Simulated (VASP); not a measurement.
Write the native input for VASP 6.6.1 that does the following.

```
Task                   : single point
Functional             : PBEsol
Potentials or basis    : VASP PAW PBE potentials, release 64 (I)
Cutoff                 : 520 eV
k mesh                 : 9 × 9 × 9
Occupations            : fermi-dirac, width 0.05 eV
Spin                   : no spin polarisation
Dipole correction      : no
Further INCAR settings : ALGO = Normal; EDIFF = 1e-06; NBANDS = 10
```

The structure of I lies in POSCAR:

```
I
1.0
    0.0000000000      2.1887477541      3.1961809744
    2.1867464473      0.0000000000      3.1961809744
    2.1867464473      2.1887477541      0.0000000000
I
1
Direct
    0.0000000000      0.0000000000      0.0000000000
```

These files were run (other wordings do the same):

INCAR

```
PREC     = Accurate       # precision mode
ENCUT    = 520            # plane-wave cutoff, eV
EDIFF    = 1E-6           # SCF threshold, eV
ISMEAR   = -1             # smearing method
SIGMA    = 0.05           # smearing width, eV
LREAL    = False          # projectors in reciprocal space
LASPH    = True           # aspherical terms in the spheres
NELM     = 60             # most SCF steps
ALGO     = Normal         # electronic algorithm
ISIF     = 2              # what is computed and relaxed
LWAVE    = False          # write WAVECAR
LCHARG   = True           # write CHGCAR
GGA      = PS             # functional
LELF     = True           # ELF
LVHAR    = True         
NBANDS   = 10             # bands
```

KPOINTS

```
regular mesh
0
Gamma
  9 9 9
```

Potentials or basis: VASP PAW PBE potentials, release 64 (I).

Launch:

```sh
$ cat potpaw_PBE.64/I/POTCAR > POTCAR
$ mpirun -np 1 vasp_std > vasp.out
```

Results of the run:

| Property | Result |
| --- | --- |
| Pressure | 5.0 GPa |
| Band gap on the k mesh | zero (an odd number of electrons rules out a gap without spin polarisation) |

Caveat: the cell stands under pressure; the PAW data sets were made with another functional, which shifts forces and pressure a little; spin-orbit coupling is left out, which moves the levels of the heavy elements; an odd number of electrons without spin polarisation forces a metal; a magnetic or distorted state may lie lower.

It took 27 s on 1 thread of Intel(R) Xeon(R) Platinum 8259CL CPU @ 2.50GHz (Skylake/Cascade Lake), on a shared host, peak memory 0.17 GiB.
